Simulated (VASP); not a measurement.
## Mo4W: single point with PBE

The system is Mo4W.

```
Mo W
1.0
    -3.54871    3.54193   -1.59508
     3.54318    3.53876   -1.58952
    -0.00527    0.01622   -6.33299
Mo W
8 2
Direct
  0.40011 0.79994 0.69992
  0.40017 0.80008 0.19992
  0.80002 0.59971 0.90014
  0.80006 0.59986 0.40007
  0.19996 0.40025 0.59991
  0.19996 0.40023 0.09988
  0.59993 0.19990 0.80005
  0.59978 0.20002 0.30013
  0.99996 0.00003 0.99998
  0.00004 0.99999 0.50000
```

| Property | Result |
| --- | --- |
| Program | VASP 6.6.1 |
| Task | single point |
| Functional | PBE |
| Potentials or basis | VASP PAW PBE potentials, release 64 (Mo_sv, W_sv) |
| Cutoff | 520 eV |
| k mesh | 4 × 4 × 4 |
| Occupations | gaussian, width 0.2 eV |
| Spin | no spin polarisation |
| Dipole correction | no |
| Further INCAR settings | ALGO = Fast; EDIFF = 1e-06; NBANDS = 81 |

| Quantity | Value |
| --- | --- |
| Pressure | 0.5 GPa |
| Largest force | 0.013 eV/Å |
| Band gap on the k mesh | zero (bands 70 and 71 overlap by 1.03 eV) |

Forces on the atoms (eV/Å):
```
Mo  -0.003  0.009 -0.004
Mo  -0.006  0.001  0.003
Mo   0.002 -0.006  0.001
Mo  -0.004 -0.012 -0.001
Mo  -0.003  0.007  0.002
Mo   0.001  0.008 -0.001
Mo   0.011 -0.005 -0.002
Mo   0.000 -0.002  0.003
W   -0.004  0.001 -0.002
W    0.004 -0.002  0.001
```

Stress tensor (GPa, compression positive):
```
 0.50 -0.05  0.00
-0.05  0.45 -0.01
 0.00 -0.01  0.49
```

Levels at points of the mesh, in eV from the Fermi level:
```tsv
k point	band 68	band 69	band 70	band 71	band 72	band 73
(0.00, 0.00, 0.00)	-1.38	-1.31	-1.28	0.16	0.16	0.20
(0.50, 0.00, 0.00)	0.06	0.13	0.21	0.26	0.41	0.47
(0.00, 0.50, 0.00)	0.05	0.09	0.19	0.24	0.39	0.46
(0.50, 0.50, 0.00)	-1.37	0.43	0.46	0.48	0.61	0.61
(0.00, 0.00, 0.50)	-1.71	-1.58	-1.58	-0.06	-0.06	0.47
(0.50, 0.00, 0.50)	-1.22	-0.75	-0.75	0.27	0.27	0.97
(0.00, 0.50, 0.50)	-1.58	-1.14	-1.14	0.43	0.43	1.10
(0.50, 0.50, 0.50)	-1.53	0.47	0.47	0.92	0.92	1.27
```

Run time: 18 min on 1 thread of AMD EPYC 7R13 (shared host), peak memory 0.45 GiB.

Caveat: spin-orbit coupling is left out, which moves the levels of the heavy elements.
